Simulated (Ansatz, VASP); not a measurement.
## One calculation of SiO2, two programs

```
Si O
1.0
     4.68200    0.00000    0.00000
     0.00000    4.68200    0.00000
     0.00000    0.00000    6.31100
Si O
4 8
Direct
  0.33362 0.33362 0.00000
  0.16638 0.83362 0.25000
  0.66638 0.66638 0.50000
  0.83362 0.16638 0.75000
  0.22411 0.17113 0.21244
  0.32887 0.72411 0.46244
  0.77589 0.82887 0.71244
  0.67113 0.27589 0.96244
  0.72411 0.32887 0.53756
  0.82887 0.77589 0.28756
  0.27589 0.67113 0.03756
  0.17113 0.22411 0.78756
```

Alike in both runs: task electric field gradients; functional r2SCAN; k mesh 5 × 5 × 4; occupations fermi-dirac, width 0.02 eV; no spin polarisation.

|  | VASP | Ansatz |
| --- | --- | --- |
| version | VASP 6.6.1 | Ansatz 0.2.0 |
| potentials or method | VASP PAW PBE potentials, release 64 (Si, O) | plane-wave PAW, scalar-relativistic |
| plane-wave cutoff (eV) | 520 | 500 |
| valence electrons in the cell | 64 | 64 |

Ansatz gave:

```
gap on the k mesh at the Fermi level (eV)                     : 6.61
pressure (GPa)                                                : 1.6
traceless stress, the component that is largest in VASP (GPa) : -0.51
rms of the force components (eV/Å)                            : 0.195
size of Vzz on the site where it differs most (V/Å²)          : 85.0
```

Task: Estimate VASP's values.

Result: gap on the k mesh at the Fermi level (eV): 6.61; pressure (GPa): 2.2; traceless stress, the component that is largest in VASP (GPa): -0.55; rms of the force components (eV/Å): 0.180; size of Vzz on the site where it differs most (V/Å²): 78.1.

VASP's potentials were made for PBE, not for r2SCAN. Atom by atom the forces differ by 0.022 eV/Å (rms over components). With one functional, cell and mesh, what is left measures potentials, basis and numerics.
